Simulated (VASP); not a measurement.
# C (Fd-3m) in VASP: vibrations by perturbation theory with LDA

Aim: the vibrations by perturbation theory of C with LDA.

Program: VASP 6.6.1. These are calculated values, not measurements. Logs are shortened: lines on timing, memory, paths and dates and some standing lists are left out, and cuts for length are marked.

## 1. The cell of the first run

The structure is cubic, space group Fd-3m (No. 227). The conventional cell has a = 3.532 Å, b = 3.532 Å, c = 3.532 Å, α = 90.00°, β = 90.00°, γ = 90.00°. Within 2.0 Å of C (site symmetry -43m) lie 4 C at 1.53 Å.

## 2. Vibrations by perturbation theory, LDA

INCAR reads:

```
  PREC = Accurate
  ENCUT = 600
  EDIFF = 1E-8
  ISMEAR = 0
  SIGMA = 0.01
  LREAL = F
  LASPH = T
  NELM = 120
  ALGO = Normal
  ISIF = 2
  LWAVE = F
  LCHARG = T
  IBRION = 8
  NSW = 1
  LEPSILON = T
  GGA_COMPAT = F
```

KPOINTS reads:

```
Automatic mesh
0
Gamma
  12 12 12
```

POSCAR reads:

```
C
1.0
    0.0000000000      1.7658687229      1.7658687229
    1.7658687229      0.0000000000      1.7658687229
    1.7658687229      1.7658687229      0.0000000000
C
2
Direct
    0.5000000000      0.5000000000      0.5000000000
    0.7500000000      0.7500000000      0.7500000000
```

Potentials or basis: VASP PAW LDA potentials, release 64 (C).

Launch:

```
$ cat potpaw_LDA.64/C/POTCAR > POTCAR
$ mpirun -np 1 vasp_std > vasp.out
```

OUTCAR:

```text
PREC = Accurate
   ENCUT = 600
   EDIFF = 1E-8
   ISMEAR = 0
   LREAL = F
   LASPH = T
   NELM = 120
   ISIF = 2
   IBRION = 8
   NSW = 1
   LEPSILON = T

 ion  position               nearest neighbor table
   1  0.500  0.500  0.500-   2 1.53   2 1.53   2 1.53   2 1.53
   2  0.750  0.750  0.750-   1 1.53   1 1.53   1 1.53   1 1.53

  LATTYP: Found a face centered cubic cell.
 ALAT       =     3.5317374458

  Lattice vectors:

 A1 = (   0.0000000000,   1.7658687229,   1.7658687229)
 A2 = (   1.7658687229,   0.0000000000,   1.7658687229)
 A3 = (   1.7658687229,   1.7658687229,   0.0000000000)

Analysis of symmetry for initial positions (statically):
=====================================================================
 Subroutine PRICEL returns:
 Original cell was already a primitive cell.

 Routine SETGRP: Setting up the symmetry group for a
 face centered cubic supercell.

 Subroutine GETGRP returns: Found 48 space group operations
 (whereof 24 operations were pure point group operations)
 out of a pool of 48 trial point group operations.

The static configuration has the point symmetry T_d .
 The point group associated with its full space group is O_h .

Analysis of symmetry for dynamics (positions and initial velocities):
=====================================================================
 Subroutine PRICEL returns:
 Original cell was already a primitive cell.

 Routine SETGRP: Setting up the symmetry group for a
 face centered cubic supercell.

 Subroutine GETGRP returns: Found 48 space group operations
 (whereof 24 operations were pure point group operations)
 out of a pool of 48 trial point group operations.

The dynamic configuration has the point symmetry T_d .
[... 493 lines left out ...]
 -----------------------------------------------------------------------------
     0.00530  0.00000  0.00000
     0.00000 -0.00216  4.21261
     0.00000  4.21261 -0.00216

 MACROSCOPIC STATIC DIELECTRIC TENSOR (including local field effects in DFT)
 ------------------------------------------------------
           5.762550     0.000000     0.000000
           0.000000     5.762550    -0.000000
           0.000000    -0.000000     5.762550
 ------------------------------------------------------

 PIEZOELECTRIC TENSOR (including local field effects)  for field in x, y, z        (e  Angst)
          XX          YY          ZZ          XY          YZ          ZX
  --------------------------------------------------------------------------------
  x     0.00000    -0.00000     0.00000     0.00000     0.00000     0.00000
  y     0.00000    -0.00000     0.00000     0.00000     0.00000     0.00000
  z     0.00000     0.00000     0.00000     0.00000     0.00000     0.00000

 PIEZOELECTRIC TENSOR (including local field effects)  for field in x, y, z        (C/m^2)
          XX          YY          ZZ          XY          YZ          ZX
  --------------------------------------------------------------------------------
  x     0.00000    -0.00000     0.00000     0.00000     0.00000     0.00000
  y     0.00000    -0.00000     0.00000     0.00000     0.00000     0.00000
  z     0.00000     0.00000     0.00000     0.00000     0.00000     0.00000

 BORN EFFECTIVE CHARGES (including local field effects) (in |e|, cummulative output)
 ---------------------------------------------------------------------------------
 ion    1
    1     0.00000     0.00000     0.00000
    2     0.00000     0.00000    -0.00000
    3    -0.00000     0.00000     0.00000
 ion    2
    1    -0.00000    -0.00000    -0.00000
    2    -0.00000    -0.00000     0.00000
    3     0.00000    -0.00000    -0.00000

 INTERNAL STRAIN TENSOR FOR ION    2 for displacements in x,y,z  (eV/Angst):
          X           Y           Z          XY          YZ          ZX
  --------------------------------------------------------------------------------
  x     0.00000    -0.00000     0.00000     0.00000    -4.21261     0.00000
  y     0.00000    -0.00000    -0.00000     0.00000     0.00000    -4.21261
  z    -0.00000     0.00000     0.00000    -4.21261     0.00000     0.00000

 SECOND DERIVATIVES (NOT SYMMETRIZED)
 ------------------------------------
               1X          1Y          1Z          2X          2Y          2Z
  1X   -38.863995    0.000000    0.000000   38.863995    0.000000    0.000000
  1Y     0.000000  -38.863995    0.000000    0.000000   38.863995    0.000000
  1Z     0.000000    0.000000  -38.863995    0.000000    0.000000   38.863995
  2X    38.863995    0.000000    0.000000  -38.863995    0.000000    0.000000
  2Y     0.000000   38.863995    0.000000    0.000000  -38.863995    0.000000
  2Z     0.000000    0.000000   38.863995    0.000000    0.000000  -38.863995

 Eigenvectors and eigenvalues of the dynamical matrix
 ----------------------------------------------------

   1 f  =   39.769475 THz   249.878982 2PiTHz 1326.566898 cm-1   164.473259 meV
             X         Y         Z           dx          dy          dz
      1.765869  1.765869  1.765869     0.000000   -0.707107    0.000000
      2.648803  2.648803  2.648803     0.000000    0.707107    0.000000
[... 21 lines left out ...]
   6 f  =    0.000000 THz     0.000000 2PiTHz    0.000000 cm-1     0.000000 meV
             X         Y         Z           dx          dy          dz
      1.765869  1.765869  1.765869     0.000000    0.000000    0.707107
      2.648803  2.648803  2.648803     0.000000    0.000000    0.707107

--------------------------------------------------------------------------------------------------------

 MACROSCOPIC STATIC DIELECTRIC TENSOR IONIC CONTRIBUTION
 ------------------------------------------------------
           0.000000     0.000000    -0.000000
           0.000000     0.000000     0.000000
          -0.000000     0.000000     0.000000
 ------------------------------------------------------

 ELASTIC MODULI CONTR FROM IONIC RELAXATION (kBar)
 Direction    XX          YY          ZZ          XY          YZ          ZX
 --------------------------------------------------------------------------------
 XX          -0.0000      0.0000     -0.0000     -0.0000      0.0000      0.0000
 YY           0.0000     -0.0000      0.0000      0.0000     -0.0000     -0.0000
 ZZ          -0.0000      0.0000     -0.0000      0.0000      0.0000     -0.0000
 XY          -0.0000      0.0000      0.0000    -66.4295      0.0000      0.0000
 YZ           0.0000     -0.0000      0.0000      0.0000    -66.4295      0.0000
 ZX           0.0000     -0.0000     -0.0000      0.0000      0.0000    -66.4295
 --------------------------------------------------------------------------------

 PIEZOELECTRIC TENSOR IONIC CONTR  for field in x, y, z        (C/m^2)
          XX          YY          ZZ          XY          YZ          ZX
  --------------------------------------------------------------------------------
  x    -0.00000     0.00000    -0.00000     0.00000     0.00000     0.00000
  y    -0.00000     0.00000     0.00000    -0.00000     0.00000     0.00000
  z     0.00000    -0.00000     0.00000     0.00000    -0.00000     0.00000
```

It took 2.1 min on 1 thread of Intel Xeon 8259CL, shared host; peak memory 0.19 GiB.

Results:

* Electronic dielectric tensor (diagonal): 5.76
* Born charges (mean of the diagonal): C +0.00 e
* Highest phonon frequency at Γ: 1327 cm⁻¹

Phonon frequencies in cm⁻¹ (negative: imaginary):
```
              q point           frequencies
(0.000, 0.000, 0.000)  0 0 0 1327 1327 1327
```

Electronic dielectric tensor:
```
5.76 0.00 0.00
0.00 5.76 0.00
0.00 0.00 5.76
```

Born effective charge tensors (e):
atom 1, C
```
0.00 0.00 0.00
0.00 0.00 0.00
0.00 0.00 0.00
```
atom 2, C
```
0.00 0.00 0.00
0.00 0.00 0.00
0.00 0.00 0.00
```
